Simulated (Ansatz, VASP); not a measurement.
Given: the input of a run of VASP 6.6.1 on BN.

The input INCAR:

```
  PREC = Accurate
  ENCUT = 520
  EDIFF = 1E-7
  ISMEAR = -1
  SIGMA = 0.05
  LREAL = False
  LASPH = True
  NELM = 100
  ALGO = Normal
  ISIF = 2
  LWAVE = False
  LCHARG = False
  LDIPOL = True
  IDIPOL = 3
  DIPOL = 0.5 0.5 0.500
  GGA = PE
  NBANDS = 26
```

Contents of KPOINTS:

```
regular mesh
0
Gamma
  12 12 1
```

POSCAR

```
BN
1.0
    2.5039917043      0.0000000000      0.0000000000
   -1.2519958521      2.1685204268      0.0000000000
    0.0000000000      0.0000000000     24.9918000000
B N
4 4
Direct
    0.6666666667      0.3333333334      0.3000984323
    0.3333333333      0.6666666666      0.4333661441
    0.6666666667      0.3333333334      0.5666338559
    0.3333333333      0.6666666666      0.6999015677
    0.3333333333      0.6666666666      0.3000984323
    0.6666666667      0.3333333334      0.4333661441
    0.3333333333      0.6666666666      0.5666338559
    0.6666666667      0.3333333334      0.6999015677
```

Potentials or basis: VASP PAW PBE potentials, release 64 (B, N).

Launch:

```sh
$ cat potpaw_PBE.64/B/POTCAR potpaw_PBE.64/N/POTCAR > POTCAR
$ mpirun -np 1 vasp_std > vasp.out
```

Task: Translate it to Ansatz 0.2.0. Potentials there: JTH PAW.

Result: As run (the cutoff follows the program's own potentials):

File input.yaml:

```yaml
crystal:
  lattice:
    - [2.5039917043, 0.0, 0.0]
    - [-1.2519958521, 2.1685204268, 0.0]
    - [0.0, 0.0, 24.9918]
  atoms:
    - { symbol: B, position: [0.6666666667, 0.3333333334, 0.3000984323] }
    - { symbol: "N", position: [0.3333333333, 0.6666666666, 0.3000984323] }
    - { symbol: B, position: [0.3333333333, 0.6666666666, 0.4333661441] }
    - { symbol: "N", position: [0.6666666667, 0.3333333334, 0.4333661441] }
    - { symbol: B, position: [0.6666666667, 0.3333333334, 0.5666338559] }
    - { symbol: "N", position: [0.3333333333, 0.6666666666, 0.5666338559] }
    - { symbol: B, position: [0.3333333333, 0.6666666666, 0.6999015677] }
    - { symbol: "N", position: [0.6666666667, 0.3333333334, 0.6999015677] }
hamiltonian:
  xc: pbe
  pseudopotentials: { kind: paw, source: jth }
kpoints:
  mp_grid: { grid: [12, 12, 1] }
scf:
  occupations: { method: fermi_dirac, width: 0.05 }
output:
  forces: true
  eigenvalues: true
efield:
  axis: 3
  dipole_correction: true
  ramp_width: 0.04
```

Potentials or basis: JTH PAW.

The run is started by

```console
$ ansatz run input.yaml --threads 4 --pin off --max-ram 11264MiB --backend cpu --events-out ev --progress --plain --runs-dir out
```

Both were run:

|  | VASP | Ansatz | Ansatz less VASP |
| --- | --- | --- | --- |
| gap on the k mesh at the Fermi level (eV) | 4.33 | 4.33 | -0.009 |
| least direct gap on the mesh (eV) | 4.68 | 4.67 | -0.013 |
| rms of the force components (eV/Å) | 0.021 | 0.021 | 0.0000 |

With one functional, cell and mesh, what is left measures potentials, basis and numerics.
